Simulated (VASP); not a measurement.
# BN (P6_3mc) in VASP: notebook, part 2 of 2

VASP 6.6.1. The steps go on from the part before.

**4. Single point, LDA**

Contents of INCAR:

```
SYSTEM = BN
PREC     = Accurate       ! precision mode
ENCUT    = 600            ! plane-wave cutoff, eV
EDIFF    = 1E-6           ! SCF threshold, eV
ISMEAR   = 0              ! smearing method
SIGMA    = 0.01           ! smearing width, eV
LREAL    = .False.        ! projectors in reciprocal space
LASPH    = .True.         ! aspherical terms in the spheres
NELM     = 120            ! most SCF steps
ALGO     = Normal         ! electronic algorithm
ISIF     = 2              ! what is computed and relaxed
LWAVE    = .False.        ! write WAVECAR
LCHARG   = .True.         ! write CHGCAR
LELF     = .True.         ! ELF
LVHAR    = .True.       
NBANDS   = 16             ! bands
GGA_COMPAT= .False.
```

Contents of KPOINTS:

```
regular mesh
0
Gamma
  10 10 5
  0 0 0
```

Contents of POSCAR:

```
BN
1.0
    2.5360000000      0.0000000000      0.0000000000
   -1.2680000000      2.1962400000      0.0000000000
    0.0000000000      0.0000000000      4.1990000000
B N
2 2
Direct
    0.6666666667      0.3333333333      0.0000000000
    0.3333333333      0.6666666667      0.5000000000
    0.6666666667      0.3333333333      0.3750000000
    0.3333333333      0.6666666667      0.8750000000
```

Potentials or basis: VASP PAW LDA potentials, release 64 (B, N).

Launch:

```console
$ cat potpaw_LDA.64/B/POTCAR potpaw_LDA.64/N/POTCAR > POTCAR
$ mpirun -np 1 vasp_std > vasp.out
```

OUTCAR:

```text
SYSTEM = BN
   PREC = Accurate
   ENCUT = 600
   EDIFF = 1E-6
   ISMEAR = 0
   LREAL = .False.
   LASPH = .True.
   NELM = 120
   ISIF = 2

 ion  position               nearest neighbor table
   1  0.667  0.333  0.000-   4 1.56   4 1.56   4 1.56   3 1.57
   2  0.333  0.667  0.500-   3 1.56   3 1.56   3 1.56   4 1.57
   3  0.667  0.333  0.375-   2 1.56   2 1.56   2 1.56   1 1.57
   4  0.333  0.667  0.875-   1 1.56   1 1.56   1 1.56   2 1.57

  LATTYP: Found a hexagonal cell.
 ALAT       =     2.5360000000
 C/A-ratio  =     1.6557570978

  Lattice vectors:

 A1 = (   2.5360000000,   0.0000000000,   0.0000000000)
 A2 = (  -1.2680000000,   2.1962400000,   0.0000000000)
 A3 = (   0.0000000000,   0.0000000000,   4.1990000000)

Analysis of symmetry for initial positions (statically):
=====================================================================
 Subroutine PRICEL returns:
 Original cell was already a primitive cell.

 Routine SETGRP: Setting up the symmetry group for a
 hexagonal supercell.

 Subroutine GETGRP returns: Found 12 space group operations
 (whereof  6 operations were pure point group operations)
 out of a pool of 24 trial point group operations.

The static configuration has the point symmetry C_3v.
 The point group associated with its full space group is C_6v.

Analysis of symmetry for dynamics (positions and initial velocities):
=====================================================================
 Subroutine PRICEL returns:
 Original cell was already a primitive cell.

 Routine SETGRP: Setting up the symmetry group for a
 hexagonal supercell.

 Subroutine GETGRP returns: Found 12 space group operations
 (whereof  6 operations were pure point group operations)
 out of a pool of 24 trial point group operations.

The dynamic configuration has the point symmetry C_3v.
 The point group associated with its full space group is C_6v.

 Subroutine INISYM returns: Found 12 space group operations
 (whereof  6 operations are pure point group operations),
 and found     1 'primitive' translations

[... 114 lines left out ...]
   EFERMI_NEDOS =   21; number of points for ismear=-14 and -15
   IALGO  =     38    algorithm
   IMIX   =      4    mixing-type and parameters
     AMIX     =   0.40;   BMIX     =  1.00
     AMIX_MAG =   1.60;   BMIX_MAG =  1.00
  volume/ion in A,a.u.               =       5.85        39.46
  Fermi-wavevector in a.u.,A,eV,Ry     =   1.442524  2.725976 28.312048  2.080877
  Thomas-Fermi vector in A             =   2.561035
   LORBIT       =      0    0 simple, 1 ext, 2 COOP (PROOUT), +10 PAW based schemes
   GGA     = CA    functional components
   LHFCALC =     F    Hartree Fock is set to
   AEXX    =    0.0000 exact exchange contribution
   IVDW    =     0    specifies the selected vdW correction
   LEPSILON=     F    determine dielectric tensor
   LRPA    =     F    only Hartree local field effects (RPA)
 non-spin polarized calculation
 Gauss-broadening in eV      SIGMA  =   0.01
  energy-cutoff  :      600.00
  volume of cell :       23.39
 maximum number of plane-waves:       794
   NGX = 11   NGY = 11   NGZ = 17

 number of electron      16.0000001 magnetization

 Free energy of the ion-electron system (eV)
  ---------------------------------------------------
  ext. energy  EPLUGINS =         0.00000000
  ---------------------------------------------------
  free energy    TOTEN  =       -38.75577541 eV

  energy without entropy =      -38.75577541  energy(sigma->0) =      -38.75577541

 E-fermi :   7.7827     XC(G=0): -13.1453

 val. band max:        7.6677499048   @ k =   0.0000   0.0000   0.0000
 cond. band min:      12.8359129654   @ k =   0.3000   0.3000   0.0000
 fundamental gap:      5.1681630607
 Fermi energy:         7.7826886155

 k-point     1 :       0.0000    0.0000    0.0000
  band No.  band energies     occupation
      1     -12.6881      2.00000
      2      -8.4308      2.00000
      3      -3.3659      2.00000
      4       5.5256      2.00000
      5       5.5256      2.00000
      6       7.4145      2.00000
[... 433 lines left out ...]
      3      -2.1491      2.00000
      4      -0.5437      2.00000
      5       1.4729      2.00000
      6       2.3614      2.00000
[... 8 lines left out ...]
     15      24.2294      0.00000
     16      24.8021      0.00000

 [... further k-points ...]
[... 5 lines left out ...]
  --------------------------------------------------------------------------------------
  -------------------------------------------------------------------------------------
  Total       -0.7622293     -0.7622290     -0.8807981      0.0000000      0.0000000     -0.0000000
  in kB      -52.2181282    -52.2181080    -60.3409366      0.0000000      0.0000000     -0.0000000
  external PRESSURE =     -54.9257242 kB  Pullay stress =       0.0000000 kB

 VOLUME and BASIS-vectors are now :
 -----------------------------------------------------------------------------
  energy-cutoff  :      600.00
  volume of cell :       23.39
      direct lattice vectors                 reciprocal lattice vectors
     2.536000000  0.000000000  0.000000000     0.394321767  0.227661822  0.000000000
    -1.268000000  2.196240000  0.000000000     0.000000000  0.455323644  0.000000000
     0.000000000  0.000000000  4.199000000     0.000000000  0.000000000  0.238151941

 POSITION                                       TOTAL-FORCE (eV/Angst)
 -----------------------------------------------------------------------------------
      1.26800      0.73208      0.00000         0.000000     -0.000000      0.050182
     -0.00000      1.46416      2.09950        -0.000000     -0.000000      0.050182
      1.26800      0.73208      1.57462         0.000000      0.000000     -0.050182
     -0.00000      1.46416      3.67413        -0.000000      0.000000     -0.050182
 -----------------------------------------------------------------------------------
    total drift:                                0.000000      0.000000     -0.000566

  FREE ENERGIE OF THE ION-ELECTRON SYSTEM (eV)
  ---------------------------------------------------
  free  energy   TOTEN  =       -38.7557754140 eV

  energy  without entropy=      -38.7557754140  energy(sigma->0) =      -38.75577541
```

Wall time 20 s (1 thread of Intel Xeon Platinum 8488C (Sapphire Rapids), shared host); peak memory 0.13 GiB.

Results:

```
Free energy            : -38.7558 eV
Pressure               : -5.5 GPa
Largest force          : 0.050 eV/Å
Band gap on the k mesh : 5.17 eV, indirect (least direct gap 8.22 eV)
```

Forces in eV/Å, atoms in the order of the input:
```
B    0.000  0.000  0.050
B    0.000  0.000  0.050
N    0.000  0.000 -0.050
N    0.000  0.000 -0.050
```

**5. Single point, LDA**

Contents of INCAR:

```
SYSTEM = BN
PREC     = Accurate       ! precision mode
ENCUT    = 600            ! plane-wave cutoff, eV
EDIFF    = 1E-6           ! SCF threshold, eV
ISMEAR   = 0              ! smearing method
SIGMA    = 0.01           ! smearing width, eV
LREAL    = .FALSE.        ! projectors in reciprocal space
LASPH    = .TRUE.         ! aspherical terms in the spheres
NELM     = 120            ! most SCF steps
ALGO     = Normal         ! electronic algorithm
ISIF     = 2              ! what is computed and relaxed
LWAVE    = .FALSE.        ! write WAVECAR
LCHARG   = .FALSE.        ! write CHGCAR
GGA      = CA             ! functional
NBANDS   = 16             ! bands
GGA_COMPAT= .FALSE.
```

Contents of KPOINTS:

```
regular mesh
0
G
  12 12 7
  0 0 0
```

POSCAR is that of step 4.

Potentials or basis: VASP PAW LDA potentials, release 64 (B, N).

Launch:

```console
$ cat potpaw_LDA.64/B/POTCAR potpaw_LDA.64/N/POTCAR > POTCAR
$ mpirun -np 1 vasp_std > vasp.out
```

OUTCAR:

```text
SYSTEM = BN
   PREC = Accurate
   ENCUT = 600
   EDIFF = 1E-6
   ISMEAR = 0
   LREAL = .FALSE.
   LASPH = .TRUE.
   NELM = 120
   ISIF = 2
   GGA = CA

 ion  position               nearest neighbor table
   1  0.667  0.333  0.000-   4 1.56   4 1.56   4 1.56   3 1.57
   2  0.333  0.667  0.500-   3 1.56   3 1.56   3 1.56   4 1.57
   3  0.667  0.333  0.375-   2 1.56   2 1.56   2 1.56   1 1.57
   4  0.333  0.667  0.875-   1 1.56   1 1.56   1 1.56   2 1.57

  LATTYP: Found a hexagonal cell.
 ALAT       =     2.5360000000
 C/A-ratio  =     1.6557570978

[... 648 lines left out ...]

 [... further k-points ...]
[... 5 lines left out ...]
  --------------------------------------------------------------------------------------
  -------------------------------------------------------------------------------------
  Total       -0.7622505     -0.7622502     -0.8807933     -0.0000000     -0.0000000      0.0000000
  in kB      -52.2195816    -52.2195614    -60.3406079     -0.0000000     -0.0000000      0.0000000
  external PRESSURE =     -54.9265836 kB  Pullay stress =       0.0000000 kB

 VOLUME and BASIS-vectors are now :
 -----------------------------------------------------------------------------
  energy-cutoff  :      600.00
  volume of cell :       23.39
      direct lattice vectors                 reciprocal lattice vectors
     2.536000000  0.000000000  0.000000000     0.394321767  0.227661822  0.000000000
    -1.268000000  2.196240000  0.000000000     0.000000000  0.455323644  0.000000000
     0.000000000  0.000000000  4.199000000     0.000000000  0.000000000  0.238151941

 POSITION                                       TOTAL-FORCE (eV/Angst)
 -----------------------------------------------------------------------------------
      1.26800      0.73208      0.00000         0.000000     -0.000000      0.050216
     -0.00000      1.46416      2.09950        -0.000000      0.000000      0.050216
      1.26800      0.73208      1.57462         0.000000      0.000000     -0.050216
     -0.00000      1.46416      3.67413         0.000000     -0.000000     -0.050216
 -----------------------------------------------------------------------------------
    total drift:                                0.000000      0.000000     -0.000564

  FREE ENERGIE OF THE ION-ELECTRON SYSTEM (eV)
  ---------------------------------------------------
  free  energy   TOTEN  =       -38.7558112509 eV

  energy  without entropy=      -38.7558112509  energy(sigma->0) =      -38.75581125
```

OSZICAR:

```text
N       E                     dE             d eps       ncg     rms          rms(c)
DAV:   1     0.402587881513E+02    0.40259E+02   -0.92174E+03  2440   0.109E+03
DAV:   2    -0.387268322690E+02   -0.78986E+02   -0.73485E+02  3528   0.230E+02
DAV:   3    -0.410637252767E+02   -0.23369E+01   -0.23293E+01  2824   0.359E+01
DAV:   4    -0.410687324973E+02   -0.50072E-02   -0.50068E-02  2872   0.205E+00
DAV:   5    -0.410687448047E+02   -0.12307E-04   -0.12307E-04  2752   0.932E-02    0.927E+00
DAV:   6    -0.390360756083E+02    0.20327E+01   -0.25206E+00  2944   0.141E+01    0.423E+00
DAV:   7    -0.388208054834E+02    0.21527E+00   -0.27569E-01  3128   0.415E+00    0.256E+00
DAV:   8    -0.387573732766E+02    0.63432E-01   -0.80532E-02  3032   0.206E+00    0.258E-01
DAV:   9    -0.387558568930E+02    0.15164E-02   -0.25868E-03  2648   0.506E-01    0.141E-01
DAV:  10    -0.387558123895E+02    0.44504E-04   -0.16599E-04  3144   0.111E-01    0.169E-02
DAV:  11    -0.387558114817E+02    0.90776E-06   -0.13999E-05  2872   0.327E-02    0.116E-02
DAV:  12    -0.387558112509E+02    0.23085E-06   -0.14453E-06  1552   0.110E-02
   1 F= -.38755811E+02 E0= -.38755811E+02  d E =-.408337E-71
```

stdout:

```text
POSCAR found type information on POSCAR B N
 POSCAR found :  2 types and       4 ions
 scaLAPACK will be used
 LDA part: xc-table for (Slater(with rela. corr.)+CA(PZ))
 , standard interpolation
 POSCAR, INCAR and KPOINTS ok, starting setup
 FFT: planning ... GRIDC
 FFT: planning ... GRID_SOFT
 FFT: planning ... GRID
 WAVECAR not read
 entering main loop
```

Wall time 33 s (1 thread of Intel Xeon Platinum 8488C (Sapphire Rapids), shared host); peak memory 0.14 GiB.

Results:

* Free energy: -38.7558 eV
* Pressure: -5.5 GPa
* Largest force: 0.050 eV/Å
* Band gap on the k mesh: 4.97 eV, indirect (least direct gap 8.22 eV)

Forces on the atoms (eV/Å):
```
B    0.000  0.000  0.050
B    0.000  0.000  0.050
N    0.000  0.000 -0.050
N    0.000  0.000 -0.050
```

Stress tensor (GPa, compression positive):
```
-5.22  0.00  0.00
 0.00 -5.22  0.00
 0.00  0.00 -6.03
```

**6. Overview**

```tsv
k mesh	gap on the mesh (eV)	pressure (GPa)	largest force (eV/Å)
6 × 6 × 3	4.97	-5.5	0.05
8 × 8 × 4	5.29	-5.5	0.05
10 × 10 × 5	5.17	-5.5	0.05
12 × 12 × 7	4.97	-5.5	0.05
```

Alike in all rows: task single point; level LDA; potentials or basis VASP PAW LDA potentials, release 64 (B, N); no spin polarisation; cell as given; cutoff (eV) 600; smearing gaussian 0.01 eV.

Caveats: some runs use coarse meshes.

Total energies depend on the potentials used, so only differences within one code and one set of settings carry meaning.
